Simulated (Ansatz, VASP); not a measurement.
**Mo: VASP beside Ansatz**

The input POSCAR:

```
Mo
1.0
    4.7163648707      0.0000000000      0.0000000000
   -2.3581824353      4.0844917915      0.0000000000
    0.0000000000      0.0000000000      2.5810861685
Mo
3
Direct
    0.0000000000      1.0000000000      1.0000000000
    0.3333333333      0.6666666667      0.5000000000
    0.6666666667      0.3333333333      0.5000000000
```

File INCAR.step1:

```
SYSTEM = Mo
PREC = Accurate
ENCUT = 520
ISMEAR = -1
SIGMA = 0.1
LREAL = .False.
LASPH = .True.
NELM = 100
NBANDS = 28
GGA = PE
ALGO = Normal
EDIFF = 1E-4
LWAVE = .True.
LCHARG = .False.
```

Contents of INCAR.step2:

```
SYSTEM = Mo
PREC = Accurate
ENCUT = 520
EDIFF = 1E-6
ISMEAR = -1
SIGMA = 0.1
LREAL = .False.
LASPH = .True.
NELM = 100
ALGO = Normal
ISIF = 2
LWAVE = .False.
LCHARG = .False.
METAGGA = R2SCAN
LMIXTAU = .True.
NBANDS = 28
ISTART = 1
```

File KPOINTS:

```
Automatic mesh
0
Gamma
  9 9 14
  0 0 0
```

Input for Ansatz:

```yaml
crystal:
  lattice:
    - [4.7163648707, 0.0, 0.0]
    - [-2.3581824353, 4.0844917915, 0.0]
    - [0.0, 0.0, 2.5810861685]
  atoms:
    - { symbol: Mo, position: [0.0, 1.0, 1.0] }
    - { symbol: Mo, position: [0.3333333333, 0.6666666667, 0.5] }
    - { symbol: Mo, position: [0.6666666667, 0.3333333333, 0.5] }
hamiltonian:
  xc: r2scan
  pseudopotentials:
    kind: paw
    azcp:
      Mo: "pseudopotentials/Mo.paw.azcp"
basis:
  ecutwfc: 500
  fft_grid_basis: typed
kpoints:
  mp_grid: { grid: [9, 9, 14], shift: [0, 0, 0] }
magnetization:
  spin_polarized: false
scf:
  occupations: { method: fermi_dirac, width: 0.1 }
  lower_state_search: "off"
output:
  stress: true
  write_density: true
  write_potential: true
  elf: true
  volumetric_format: npy
```

Alike in both runs: task single point; functional r2SCAN; k mesh 9 × 9 × 14; occupations fermi-dirac, width 0.1 eV; no spin polarisation.

|  | VASP | Ansatz |
| --- | --- | --- |
| version | VASP 6.6.1 | Ansatz 0.2.0 |
| potentials or method | VASP PAW PBE potentials, release 64 (Mo_sv), cutoff 520 eV | plane waves (500 eV) with PAW, scalar-relativistic |
| valence electrons in the cell | 42 | 42 |

Ansatz gave:

| Item | Value |
| --- | --- |
| pressure (GPa) | -9.0 |
| traceless stress, the component that is largest in VASP (GPa) | -1.63 |

Question: What did VASP give for the same quantities?

Answer: Pressure (GPa): -8.1; traceless stress, the component that is largest in VASP (GPa): -1.42.

VASP's potentials were made for PBE, not for r2SCAN.
